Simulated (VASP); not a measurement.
A run of VASP 6.6.1:

INCAR

```
SYSTEM = AlN
ALGO = Normal
EDIFF = 1E-6
ENCUT = 520
GGA = PE
ISIF = 2
ISMEAR = 0
LASPH = .TRUE.
LCHARG = .FALSE.
LREAL = .FALSE.
LWAVE = .FALSE.
NBANDS = 26
NELM = 100
PREC = Accurate
SIGMA = 0.05
```

File KPOINTS:

```
k-points
0
G
  8 6 4
  0 0 0
```

Contents of POSCAR:

```
AlN
1.0
   -1.6567491617      2.8695737234      0.0000000000
    0.0000000000      0.0000000000      4.1874629526
    4.9702474850      2.8695737234      0.0000000000
Al N
4 4
Direct
    0.5886060519      0.7500000000      0.2976054186
    0.0000000000      0.7500000000      0.6666666667
    0.0000000000      0.2500000000      0.3333333333
    0.5000000000      0.2500000000      0.8333333333
    0.5000000000      0.2500000000      0.1666666667
    0.0000000000      0.2500000000      0.6666666667
    0.0000000000      0.7500000000      0.3333333333
    0.5000000000      0.7500000000      0.8333333333
```

Potentials or basis: VASP PAW PBE potentials, release 64 (Al, N).

Command:

```sh
$ cat potpaw_PBE.64/Al/POTCAR potpaw_PBE.64/N/POTCAR > POTCAR
$ mpirun -np 1 vasp_std > vasp.out
```

Hardware: 1 thread of Intel Xeon 8259CL, on a shared host.

Estimate the wall time of this run.

Run time: 3 min on 1 thread of Intel Xeon 8259CL (shared host), peak memory 0.26 GiB. Counts: scf iterations 14, k points 72.
